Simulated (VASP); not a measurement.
# FePt (P4/mmm) in VASP: single point with PBE

Aim: the single point of FePt with PBE.

Program: VASP 6.6.1. These are calculated values, not measurements. Logs are shortened: lines on timing, memory, paths and dates and some standing lists are left out, and cuts for length are marked.

### 1 The cell of the first run

The structure is tetragonal, space group P4/mmm (No. 123). Conventional cell: a = 2.724 Å, b = 2.724 Å, c = 3.720 Å, α = 90.00°, β = 90.00°, γ = 90.00°. Within 3.5 Å of Fe (site symmetry 4/mmm) lie 8 Pt at 2.68 Å and 4 Fe at 2.72 Å. Within 3.5 Å of Pt (site symmetry 4/mmm) lie 8 Fe at 2.68 Å and 4 Pt at 2.72 Å.

### 2 Single point, PBE, collinear spin, ferromagnetic start

INCAR reads:

```
SYSTEM = FePt
ALGO     = Normal         ! electronic algorithm
EDIFF    = 1E-6           ! SCF threshold, eV
ENCUT    = 520            ! plane-wave cutoff, eV
GGA      = PE             ! functional
ISIF     = 2              ! what is computed and relaxed
ISMEAR   = -1             ! smearing method
ISPIN    = 2              ! spin polarisation
LASPH    = .TRUE.         ! aspherical terms in the spheres
LCHARG   = .FALSE.        ! write CHGCAR
LMAXMIX  = 4              ! l up to which the mixer works
LORBIT   = 11             ! projections on sites
LREAL    = .FALSE.        ! projectors in reciprocal space
LWAVE    = .FALSE.        ! write WAVECAR
MAGMOM   = 4 4 0 0        ! initial moments
NBANDS   = 30             ! bands
NELM     = 150            ! most SCF steps
PREC     = Accurate       ! precision mode
SIGMA    = 0.05           ! smearing width, eV
```

KPOINTS reads:

```
k-points
0
G
  8 8 8
  0 0 0
```

POSCAR reads:

```
FePt
1.0
   -2.7235000000     -2.7235000000      0.0000000000
   -2.7235000000      2.7235000000      0.0000000000
    0.0000000000      0.0000000000     -3.7200000000
Fe Pt
2 2
Direct
    0.0000000000      0.0000000000      0.0000000000
    0.5000000000      0.5000000000      0.0000000000
    0.0000000000      0.5000000000      0.5000000000
    0.5000000000      0.0000000000      0.5000000000
```

Potentials or basis: VASP PAW PBE potentials, release 64 (Fe, Pt).

Launch:

```console
$ cat potpaw_PBE.64/Fe/POTCAR potpaw_PBE.64/Pt/POTCAR > POTCAR
$ mpirun -np 1 vasp_std > vasp.out
```

OUTCAR:

```text
SYSTEM = FePt
   EDIFF = 1E-6
   ENCUT = 520
   GGA = PE
   ISIF = 2
   ISMEAR = -1
   ISPIN = 2
   LASPH = .TRUE.
   LORBIT = 11
   LREAL = .FALSE.
   NELM = 150
   PREC = Accurate

 ion  position               nearest neighbor table
   1  0.000  0.000  0.000-   3 2.68   4 2.68   3 2.68   4 2.68   3 2.68   3 2.68   4 2.68   4 2.68
                             2 2.72   2 2.72   2 2.72   2 2.72
   2  0.500  0.500  0.000-   3 2.68   4 2.68   3 2.68   4 2.68   4 2.68   4 2.68   3 2.68   3 2.68
                             1 2.72   1 2.72   1 2.72   1 2.72
   3  0.000  0.500  0.500-   1 2.68   2 2.68   1 2.68   2 2.68   1 2.68   1 2.68   2 2.68   2 2.68
                             4 2.72   4 2.72   4 2.72   4 2.72
   4  0.500  0.000  0.500-   1 2.68   2 2.68   1 2.68   2 2.68   2 2.68   2 2.68   1 2.68   1 2.68
                             3 2.72   3 2.72   3 2.72   3 2.72
[... 7 lines left out ...]
 A1 = (  -2.7235000000,  -2.7235000000,   0.0000000000)
 A2 = (  -2.7235000000,   2.7235000000,   0.0000000000)
 A3 = (   0.0000000000,   0.0000000000,  -3.7200000000)

Analysis of symmetry for initial positions (statically):
=====================================================================
 Subroutine PRICEL returns following result:

  LATTYP: Found a simple tetragonal cell.
 ALAT       =     2.7235000000
 C/A-ratio  =     1.3658894804
[... 12 lines left out ...]
 Subroutine GETGRP returns: Found 16 space group operations
 (whereof 16 operations were pure point group operations)
 out of a pool of 16 trial point group operations.

The static configuration has the point symmetry D_4h.

Analysis of symmetry for dynamics (positions and initial velocities):
=====================================================================
 Subroutine PRICEL returns following result:

  LATTYP: Found a simple tetragonal cell.
 ALAT       =     2.7235000000
 C/A-ratio  =     1.3658894804
[... 12 lines left out ...]
 Subroutine GETGRP returns: Found 16 space group operations
 (whereof 16 operations were pure point group operations)
 out of a pool of 16 trial point group operations.

The dynamic configuration has the point symmetry D_4h.

Analysis of structural, dynamic, and magnetic symmetry:
=====================================================================
 Subroutine PRICEL returns following result:

  LATTYP: Found a simple tetragonal cell.
 ALAT       =     2.7235000000
 C/A-ratio  =     1.3658894804
[... 12 lines left out ...]
 Subroutine GETGRP returns: Found 16 space group operations
 (whereof 16 operations were pure point group operations)
 out of a pool of 16 trial point group operations.

The overall configuration has the point symmetry D_4h.

 Subroutine INISYM returns: Found 16 space group operations
 (whereof 16 operations are pure point group operations),
 and found     2 'primitive' translations

----------------------------------------------------------------------------------------

                                     Primitive cell

  volume of cell :      27.5929

  direct lattice vectors                    reciprocal lattice vectors
     0.000000000 -2.723500000  0.000000000     0.000000000 -0.367174592  0.000000000
    -2.723500000  0.000000000  0.000000000    -0.367174592  0.000000000  0.000000000
     0.000000000  0.000000000 -3.720000000     0.000000000  0.000000000 -0.268817204

  length of vectors
     2.723500000  2.723500000  3.720000000     0.367174592  0.367174592  0.268817204

  position of ions in fractional coordinates (direct lattice)
     0.000000000  0.000000000  0.000000000
     0.500000000  0.500000000  0.500000000

  ion indices of the primitive-cell ions
   primitive index   ion index
                 1           1
                 2           3

----------------------------------------------------------------------------------------

 KPOINTS: k-points

Automatic generation of k-mesh.
 Grid dimensions read from file:
 generate k-points for:    8    8    8

 Generating k-lattice:

  Cartesian coordinates                     Fractional coordinates (reciprocal lattice)
    -0.022948412 -0.022948412  0.000000000     0.125000000  0.000000000  0.000000000
    -0.022948412  0.022948412  0.000000000     0.000000000  0.125000000  0.000000000
     0.000000000  0.000000000 -0.033602151     0.000000000  0.000000000  0.125000000

  Length of vectors
     0.032453955  0.032453955  0.033602151

  Shift w.r.t. Gamma in fractional coordinates (k-lattice)
     0.000000000  0.000000000  0.000000000

 Subroutine IBZKPT returns following result:
 ===========================================

 Found     75 irreducible k-points:

 Following reciprocal coordinates:
            Coordinates               Weight
  0.000000  0.000000  0.000000      1.000000
  0.125000  0.000000  0.000000      4.000000
  0.250000  0.000000  0.000000      4.000000
  0.375000  0.000000  0.000000      4.000000
  0.500000  0.000000  0.000000      2.000000
  0.125000  0.125000  0.000000      4.000000
[... 16 lines left out ...]
  0.375000  0.125000  0.125000     16.000000
  0.500000  0.125000  0.125000      8.000000
 [... further k-points ...]
   k-points           NKPTS =     75   k-points in BZ     NKDIM =     75   number of bands    NBANDS=     30
   number of dos      NEDOS =    301   number of ions     NIONS =      4
   total plane-waves  NPLWV =  25200
   dimension x,y,z NGX =    30 NGY =   30 NGZ =   28
   dimension x,y,z NGXF=    60 NGYF=   60 NGZF=   56
   ions per type =               2   2
   NGX,Y,Z   is equivalent  to a cutoff of  12.95, 12.95, 12.51 a.u.
   NGXF,Y,Z  is equivalent  to a cutoff of  25.90, 25.90, 25.03 a.u.
 SYSTEM =  FePt
   PREC   = accura    normal or accurate (medium, high low for compatibility)
   ISTART =      0    job   : 0-new  1-cont  2-samecut
   ICHARG =      2    charge: 1-file 2-atom 10-const
   ISPIN  =      2    spin polarized calculation?
   LNONCOLLINEAR =      F non collinear calculations
   LSORBIT =      F    spin-orbit coupling
   LASPH  =      T    aspherical Exc in radial PAW
   ENCUT  =  520.0 eV  38.22 Ry    6.18 a.u.   7.16  7.16  6.92*2*pi/ulx,y,z
   NELM   =    150;   NELMIN=  2; NELMDL= -5     # of ELM steps
   EDIFF  = 0.1E-05   stopping-criterion for ELM
   LREAL  =      F    real-space projection
   EDIFFG = 0.1E-04   stopping-criterion for IOM
   NSW    =      0    number of steps for IOM
   IBRION =     -1    ionic relax: 0-MD 1-quasi-New 2-CG
   NFREE  =      0    steps in history (QN), initial steepest desc. (CG)
   ISIF   =      2    stress and relaxation
   ISYM   =      2    0-nonsym 1-usesym 2-fastsym
   POTIM  = 0.5000    time-step for ionic-motion
   TEBEG  =    0.0;   TEEND  =   0.0 temperature during run
   PSTRESS=    0.0 pullay stress
   NELECT =      36.0000    total number of electrons
   NUPDOWN=      -1.0000    fix difference up-down
   EMIN   =  10.00;   EMAX   =-10.00  energy-range for DOS
   EFERMI =   0.00;   METHOD = LEGACY
   ISMEAR =    -1;   SIGMA  =   0.05  broadening in eV -4-tet -1-fermi 0-gaus
   EFERMI_NEDOS =   21; number of points for ismear=-14 and -15
   IALGO  =     38    algorithm
   IMIX   =      4    mixing-type and parameters
     AMIX     =   0.40;   BMIX     =  1.00
     AMIX_MAG =   1.60;   BMIX_MAG =  1.00
  volume/ion in A,a.u.               =      13.80        93.10
  Fermi-wavevector in a.u.,A,eV,Ry     =   1.419819  2.683070 27.427809  2.015887
  Thomas-Fermi vector in A             =   2.540800
   LORBIT       =     11    0 simple, 1 ext, 2 COOP (PROOUT), +10 PAW based schemes
   GGA     = PE    functional components
   LHFCALC =     F    Hartree Fock is set to
   AEXX    =    0.0000 exact exchange contribution
   IVDW    =     0    specifies the selected vdW correction
   LEPSILON=     F    determine dielectric tensor
   LRPA    =     F    only Hartree local field effects (RPA)
 spin polarized calculation
  energy-cutoff  :      520.00
  volume of cell :       55.19
 maximum number of plane-waves:      1506
 NGX is ok and might be reduce to    30
   NGX = 15   NGY = 15   NGZ = 13

 number of electron      35.9999994 magnetization       6.5788785

 Free energy of the ion-electron system (eV)
  ---------------------------------------------------
  ext. energy  EPLUGINS =         0.00000000
  ---------------------------------------------------
  free energy    TOTEN  =       -29.61321916 eV

  energy without entropy =      -29.59105942  energy(sigma->0) =      -29.60213929

 E-fermi :   8.7075     XC(G=0): -13.0581

 val. band max:        8.6964151634   @ k =   0.3750   0.0000   0.2500
 cond. band min:       8.7143254797   @ k =   0.5000   0.5000   0.2500
 fundamental gap:      0.0179103163
 Fermi energy:         8.7075199588

 spin component 1

 k-point     1 :       0.0000    0.0000    0.0000
  band No.  band energies     occupation
      1      -0.8909      1.00000
      2       1.8096      1.00000
      3       2.3475      1.00000
      4       2.5251      1.00000
      5       2.9373      1.00000
      6       2.9758      1.00000
[... 781 lines left out ...]
     29      21.0108      0.00000
     30      21.0108      0.00000

 [... further k-points ...]

 spin component 2

 k-point     1 :       0.0000    0.0000    0.0000
  band No.  band energies     occupation
      1      -0.7527      1.00000
      2       2.2170      1.00000
      3       2.9126      1.00000
      4       2.9264      1.00000
      5       3.7367      1.00000
      6       3.7367      1.00000
[... 781 lines left out ...]
     29      21.5854      0.00000
     30      21.5854      0.00000

 [... further k-points ...]

------------------------ aborting loop because EDIFF is reached ----------------------------------------

  FORCE on cell =-STRESS in cart. coord.  units (eV):
  Direction    XX          YY          ZZ          XY          YZ          ZX
  --------------------------------------------------------------------------------------
  -------------------------------------------------------------------------------------
  Total        0.8826045      0.8826045      1.4649308      0.0000000      0.0000000      0.0000000
  in kB       25.6241231     25.6241231     42.5304507      0.0000000      0.0000000      0.0000000
  external PRESSURE =      31.2595656 kB  Pullay stress =       0.0000000 kB

 VOLUME and BASIS-vectors are now :
 -----------------------------------------------------------------------------
  energy-cutoff  :      520.00
  volume of cell :       55.19
      direct lattice vectors                 reciprocal lattice vectors
    -2.723500000 -2.723500000  0.000000000    -0.183587296 -0.183587296  0.000000000
    -2.723500000  2.723500000  0.000000000    -0.183587296  0.183587296  0.000000000
     0.000000000  0.000000000 -3.720000000     0.000000000  0.000000000 -0.268817204

 POSITION                                       TOTAL-FORCE (eV/Angst)
 -----------------------------------------------------------------------------------
      0.00000      0.00000      0.00000         0.000000     -0.000000     -0.000000
     -2.72350      0.00000      0.00000         0.000000     -0.000000      0.000000
     -1.36175      1.36175     -1.86000        -0.000000      0.000000     -0.000000
     -1.36175     -1.36175     -1.86000        -0.000000      0.000000     -0.000000
 -----------------------------------------------------------------------------------
    total drift:                               -0.000000      0.000000      0.000000

  FREE ENERGIE OF THE ION-ELECTRON SYSTEM (eV)
  ---------------------------------------------------
  free  energy   TOTEN  =       -29.6132191625 eV

  energy  without entropy=      -29.5910594167  energy(sigma->0) =      -29.60213929

 total charge

# of ion       s       p       d       tot
------------------------------------------
    1        0.410   0.452   6.124   6.986
    2        0.410   0.452   6.124   6.986
    3        0.715   0.665   8.055   9.435
    4        0.715   0.665   8.055   9.435
--------------------------------------------------
tot          2.249   2.235  28.359  32.843

 magnetization (x)

# of ion       s       p       d       tot
------------------------------------------
    1        0.005  -0.006   2.934   2.933
    2        0.005  -0.006   2.934   2.933
    3       -0.025  -0.066   0.422   0.332
    4       -0.025  -0.066   0.422   0.332
--------------------------------------------------
tot         -0.040  -0.143   6.712   6.529
```

Wall time 2.9 min (1 thread of Intel Xeon 8259CL, shared host); peak memory 0.29 GiB.

What came out:

```
Free energy                                           : -29.6132 eV
Pressure                                              : 3.1 GPa
Net moment                                            : 6.58 μB per cell
Site moments                                          : Fe +2.93; Pt +0.33 μB
Valence electrons inside the program's atomic spheres : Fe 6.99; Pt 9.44
```

Caveat: the cell stands under pressure; spin-orbit coupling is left out, which moves the levels of the heavy elements.
